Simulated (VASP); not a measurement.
# C (P4_322) in VASP: single point with PBE

Aim: the single point of C with PBE.

Program: VASP 6.6.1. These are calculated values, not measurements. Logs are shortened: lines on timing, memory, paths and dates and some standing lists are left out, and cuts for length are marked.

### 1 The cell of the first run

Symmetry: P4_322, No. 95, tetragonal system. The conventional cell has a = 3.106 Å, b = 3.106 Å, c = 2.452 Å, α = 90.00°, β = 90.00°, γ = 90.00°. Within 2.0 Å of C (site symmetry 2) lie 4 C at 1.52 to 1.67 Å.

### 2 Single point, PBE

The input, INCAR:

```
  ALGO = Normal
  EDIFF = 1E-6
  ENCUT = 520
  GGA = PE
  ISIF = 2
  ISMEAR = 0
  LASPH = True
  LCHARG = False
  LREAL = False
  LWAVE = False
  NBANDS = 26
  NELM = 80
  PREC = Accurate
  SIGMA = 0.1
```

The input, KPOINTS:

```
k-points
0
Gamma
  4 4 4
```

The input, POSCAR:

```
C
1.0
    3.1062388329      0.0000000000      0.0000000000
    0.0000000000      3.1062388329      0.0000000000
    0.0000000000      0.0000000000      4.9034207073
C
8
Direct
    0.3541938531      1.0000000000      0.1250000000
    0.3541938531      0.0000000000      0.6250000000
    0.0000000000      0.6458061469      0.2500000000
    0.0000000000      0.6458061469      0.7500000000
    0.6458061469      0.0000000000      0.3750000000
    0.6458061469      0.0000000000      0.8750000000
    0.0000000000      0.3541938531      0.5000000000
    0.0000000000      0.3541938531      0.0000000000
```

Potentials or basis: VASP PAW PBE potentials, release 64 (C).

The run is started by

```
$ cat potpaw_PBE.64/C/POTCAR > POTCAR
$ mpirun -np 1 vasp_std > vasp.out
```

OUTCAR:

```text
EDIFF = 1E-6
   ENCUT = 520
   GGA = PE
   ISIF = 2
   ISMEAR = 0
   LASPH = True
   LREAL = False
   NELM = 80
   PREC = Accurate

 ion  position               nearest neighbor table
   1  0.354  0.000  0.125-   5 1.52   6 1.52   3 1.67   8 1.67
   2  0.354  0.000  0.625-   5 1.52   6 1.52   4 1.67   7 1.67
   3  0.000  0.646  0.250-   7 1.52   8 1.52   1 1.67   5 1.67
   4  0.000  0.646  0.750-   7 1.52   8 1.52   2 1.67   6 1.67
   5  0.646  0.000  0.375-   1 1.52   2 1.52   3 1.67   7 1.67
   6  0.646  0.000  0.875-   1 1.52   2 1.52   4 1.67   8 1.67
   7  0.000  0.354  0.500-   3 1.52   4 1.52   2 1.67   5 1.67
   8  0.000  0.354  0.000-   3 1.52   4 1.52   1 1.67   6 1.67

  LATTYP: Found a simple tetragonal cell.
 ALAT       =     3.1062388329
 C/A-ratio  =     1.5785716975

  Lattice vectors:

 A1 = (   3.1062388329,   0.0000000000,   0.0000000000)
 A2 = (   0.0000000000,   3.1062388329,   0.0000000000)
 A3 = (   0.0000000000,   0.0000000000,   4.9034207073)

Analysis of symmetry for initial positions (statically):
=====================================================================
 Subroutine PRICEL returns following result:

  LATTYP: Found a simple tetragonal cell.
 ALAT       =     3.1062388329
 C/A-ratio  =     0.7892858488

  Lattice vectors:

 A1 = (   3.1062388329,   0.0000000000,   0.0000000000)
 A2 = (   0.0000000000,   3.1062388329,   0.0000000000)
 A3 = (   0.0000000000,   0.0000000000,   2.4517103536)

   2 primitive cells build up your supercell.

 Routine SETGRP: Setting up the symmetry group for a
 simple tetragonal supercell.

 Subroutine GETGRP returns: Found  8 space group operations
 (whereof  2 operations were pure point group operations)
 out of a pool of 16 trial point group operations.

The static configuration has the point symmetry C_2 .
 The point group associated with its full space group is D_4 .

Analysis of symmetry for dynamics (positions and initial velocities):
=====================================================================
 Subroutine PRICEL returns following result:

  LATTYP: Found a simple tetragonal cell.
 ALAT       =     3.1062388329
 C/A-ratio  =     0.7892858488

  Lattice vectors:

 A1 = (   3.1062388329,   0.0000000000,   0.0000000000)
 A2 = (   0.0000000000,   3.1062388329,   0.0000000000)
 A3 = (   0.0000000000,   0.0000000000,   2.4517103536)

   2 primitive cells build up your supercell.

 Routine SETGRP: Setting up the symmetry group for a
 simple tetragonal supercell.

 Subroutine GETGRP returns: Found  8 space group operations
 (whereof  2 operations were pure point group operations)
 out of a pool of 16 trial point group operations.

The dynamic configuration has the point symmetry C_2 .
 The point group associated with its full space group is D_4 .

 Subroutine INISYM returns: Found  8 space group operations
 (whereof  2 operations are pure point group operations),
 and found     2 'primitive' translations

----------------------------------------------------------------------------------------

                                     Primitive cell

  volume of cell :      23.6559

  direct lattice vectors                    reciprocal lattice vectors
     3.106238833  0.000000000  0.000000000     0.321932747  0.000000000  0.000000000
     0.000000000  3.106238833  0.000000000     0.000000000  0.321932747  0.000000000
     0.000000000  0.000000000  2.451710354     0.000000000  0.000000000  0.407878524

  length of vectors
     3.106238833  3.106238833  2.451710354     0.321932747  0.321932747  0.407878524

  position of ions in fractional coordinates (direct lattice)
     0.354193853  0.000000000  0.250000000
     0.000000000  0.645806147  0.500000000
     0.645806147  0.000000000  0.750000000
     0.000000000  0.354193853  0.000000000

  ion indices of the primitive-cell ions
   primitive index   ion index
                 1           1
                 2           3
                 3           5
                 4           8

----------------------------------------------------------------------------------------

 KPOINTS: k-points

Automatic generation of k-mesh.
 Grid dimensions read from file:
 generate k-points for:    4    4    4

 Generating k-lattice:

  Cartesian coordinates                     Fractional coordinates (reciprocal lattice)
     0.080483187  0.000000000  0.000000000     0.250000000  0.000000000  0.000000000
     0.000000000  0.080483187  0.000000000     0.000000000  0.250000000  0.000000000
     0.000000000  0.000000000  0.050984815     0.000000000  0.000000000  0.250000000

  Length of vectors
     0.080483187  0.080483187  0.050984815

  Shift w.r.t. Gamma in fractional coordinates (k-lattice)
     0.000000000  0.000000000  0.000000000

 Subroutine IBZKPT returns following result:
 ===========================================

 Found     18 irreducible k-points:

 Following reciprocal coordinates:
            Coordinates               Weight
  0.000000  0.000000  0.000000      1.000000
  0.250000  0.000000  0.000000      4.000000
  0.500000  0.000000  0.000000      2.000000
  0.250000  0.250000  0.000000      4.000000
  0.500000  0.250000  0.000000      4.000000
  0.500000  0.500000  0.000000      1.000000
[... 10 lines left out ...]
  0.500000  0.250000  0.500000      4.000000
  0.500000  0.500000  0.500000      1.000000
   k-points           NKPTS =     18   k-points in BZ     NKDIM =     18   number of bands    NBANDS=     26
   number of dos      NEDOS =    301   number of ions     NIONS =      8
   total plane-waves  NPLWV =  20736
   dimension x,y,z NGX =    24 NGY =   24 NGZ =   36
   dimension x,y,z NGXF=    48 NGYF=   48 NGZF=   72
   ions per type =               8
   NGX,Y,Z   is equivalent  to a cutoff of  12.84, 12.84, 12.21 a.u.
   NGXF,Y,Z  is equivalent  to a cutoff of  25.69, 25.69, 24.41 a.u.
 SYSTEM =  unknown system
   PREC   = accura    normal or accurate (medium, high low for compatibility)
   ISTART =      0    job   : 0-new  1-cont  2-samecut
   ICHARG =      2    charge: 1-file 2-atom 10-const
   ISPIN  =      1    spin polarized calculation?
   LNONCOLLINEAR =      F non collinear calculations
   LSORBIT =      F    spin-orbit coupling
   LASPH  =      T    aspherical Exc in radial PAW
   ENCUT  =  520.0 eV  38.22 Ry    6.18 a.u.   5.78  5.78  9.12*2*pi/ulx,y,z
   NELM   =     80;   NELMIN=  2; NELMDL= -5     # of ELM steps
   EDIFF  = 0.1E-05   stopping-criterion for ELM
   LREAL  =      F    real-space projection
   EDIFFG = 0.1E-04   stopping-criterion for IOM
   NSW    =      0    number of steps for IOM
   IBRION =     -1    ionic relax: 0-MD 1-quasi-New 2-CG
   NFREE  =      0    steps in history (QN), initial steepest desc. (CG)
   ISIF   =      2    stress and relaxation
   ISYM   =      2    0-nonsym 1-usesym 2-fastsym
   POTIM  = 0.5000    time-step for ionic-motion
   TEBEG  =    0.0;   TEEND  =   0.0 temperature during run
   PSTRESS=    0.0 pullay stress
   NELECT =      32.0000    total number of electrons
   NUPDOWN=      -1.0000    fix difference up-down
   EMIN   =  10.00;   EMAX   =-10.00  energy-range for DOS
   EFERMI =   0.00;   METHOD = LEGACY
   ISMEAR =     0;   SIGMA  =   0.10  broadening in eV -4-tet -1-fermi 0-gaus
   EFERMI_NEDOS =   21; number of points for ismear=-14 and -15
   IALGO  =     38    algorithm
   IMIX   =      4    mixing-type and parameters
     AMIX     =   0.40;   BMIX     =  1.00
     AMIX_MAG =   1.60;   BMIX_MAG =  1.00
  volume/ion in A,a.u.               =       5.91        39.91
  Fermi-wavevector in a.u.,A,eV,Ry     =   1.437039  2.715610 28.097132  2.065081
  Thomas-Fermi vector in A             =   2.556161
   LORBIT       =      0    0 simple, 1 ext, 2 COOP (PROOUT), +10 PAW based schemes
   GGA     = PE    functional components
   LHFCALC =     F    Hartree Fock is set to
   AEXX    =    0.0000 exact exchange contribution
   IVDW    =     0    specifies the selected vdW correction
   LEPSILON=     F    determine dielectric tensor
   LRPA    =     F    only Hartree local field effects (RPA)
 non-spin polarized calculation
 Gauss-broadening in eV      SIGMA  =   0.10
  energy-cutoff  :      520.00
  volume of cell :       47.31
 maximum number of plane-waves:      1296
 NGX is ok and might be reduce to    24
   NGX = 11   NGY = 11   NGZ = 19

 number of electron      32.0000000 magnetization

 Free energy of the ion-electron system (eV)
  ---------------------------------------------------
  ext. energy  EPLUGINS =         0.00000000
  ---------------------------------------------------
  free energy    TOTEN  =       -63.95207586 eV

  energy without entropy =      -63.95207586  energy(sigma->0) =      -63.95207586

 E-fermi :  10.7701     XC(G=0): -13.1379

 val. band max:       10.2475121604   @ k =   0.5000   0.5000   0.2500
 cond. band min:      11.3128219701   @ k =   0.0000   0.0000   0.0000
 fundamental gap:      1.0653098097
 Fermi energy:        10.7700702542

 k-point     1 :       0.0000    0.0000    0.0000
  band No.  band energies     occupation
      1     -11.9694      2.00000
      2      -7.1231      2.00000
      3      -7.1231      2.00000
      4      -2.7358      2.00000
      5       0.0640      2.00000
      6       0.0640      2.00000
[... 18 lines left out ...]
     25      19.1311      0.00000
     26      19.1313      0.00000

 k-point     2 :       0.2500    0.0000    0.0000
  band No.  band energies     occupation
      1     -11.2386      2.00000
      2      -6.4318      2.00000
      3      -6.4318      2.00000
      4      -5.4262      2.00000
      5      -1.0700      2.00000
      6      -1.0700      2.00000
[... 18 lines left out ...]
     25      19.1083      0.00000
[... 434 lines left out ...]
     25      20.8252      0.00000
     26      20.8253      0.00000

 k-point    18 :       0.5000    0.5000    0.5000
  band No.  band energies     occupation
      1      -5.9779      2.00000
      2      -5.9779      2.00000
      3      -5.8750      2.00000
      4      -5.8750      2.00000
      5      -4.8665      2.00000
      6      -4.8665      2.00000
[... 18 lines left out ...]
     25      22.3704      0.00000
     26      22.6006      0.00000

------------------------ aborting loop because EDIFF is reached ----------------------------------------

  FORCE on cell =-STRESS in cart. coord.  units (eV):
  Direction    XX          YY          ZZ          XY          YZ          ZX
  --------------------------------------------------------------------------------------
  -------------------------------------------------------------------------------------
  Total        0.0635832      0.0635832      0.3937737      0.0000000     -0.0000000     -0.0000000
  in kB        2.1531991      2.1531991     13.3348591      0.0000000     -0.0000000     -0.0000000
  external PRESSURE =       5.8804191 kB  Pullay stress =       0.0000000 kB

 VOLUME and BASIS-vectors are now :
 -----------------------------------------------------------------------------
  energy-cutoff  :      520.00
  volume of cell :       47.31
      direct lattice vectors                 reciprocal lattice vectors
     3.106238833  0.000000000  0.000000000     0.321932747  0.000000000  0.000000000
     0.000000000  3.106238833  0.000000000     0.000000000  0.321932747  0.000000000
     0.000000000  0.000000000  4.903420707     0.000000000  0.000000000  0.203939262

 POSITION                                       TOTAL-FORCE (eV/Angst)
 -----------------------------------------------------------------------------------
      1.10021      0.00000      0.61293        -0.066060      0.000000     -0.000000
      1.10021      0.00000      3.06464        -0.066060      0.000000     -0.000000
      0.00000      2.00603      1.22586        -0.000000      0.066060      0.000000
      0.00000      2.00603      3.67757        -0.000000      0.066060      0.000000
      2.00603      0.00000      1.83878         0.066060      0.000000      0.000000
      2.00603      0.00000      4.29049         0.066060      0.000000      0.000000
      0.00000      1.10021      2.45171        -0.000000     -0.066060      0.000000
      0.00000      1.10021      0.00000        -0.000000     -0.066060      0.000000
 -----------------------------------------------------------------------------------
    total drift:                                0.000000     -0.000000     -0.000000

  FREE ENERGIE OF THE ION-ELECTRON SYSTEM (eV)
  ---------------------------------------------------
  free  energy   TOTEN  =       -63.9520758573 eV

  energy  without entropy=      -63.9520758573  energy(sigma->0) =      -63.95207586
```

It took 34 s on 1 thread of AMD EPYC 7R13, shared host; peak memory 0.12 GiB.

What came out:

```
Free energy            : -63.9521 eV
Pressure               : 0.6 GPa
Largest force          : 0.066 eV/Å
Band gap on the k mesh : 1.07 eV
```

Forces in eV/Å, atoms in the order of the input:
```
C   -0.066  0.000  0.000
C   -0.066  0.000  0.000
C    0.000  0.066  0.000
C    0.000  0.066  0.000
C    0.066  0.000  0.000
C    0.066  0.000  0.000
C    0.000 -0.066  0.000
C    0.000 -0.066  0.000
```

Caveat: the k points lie up to 0.51 Å⁻¹ apart. A k mesh can miss the band edges.
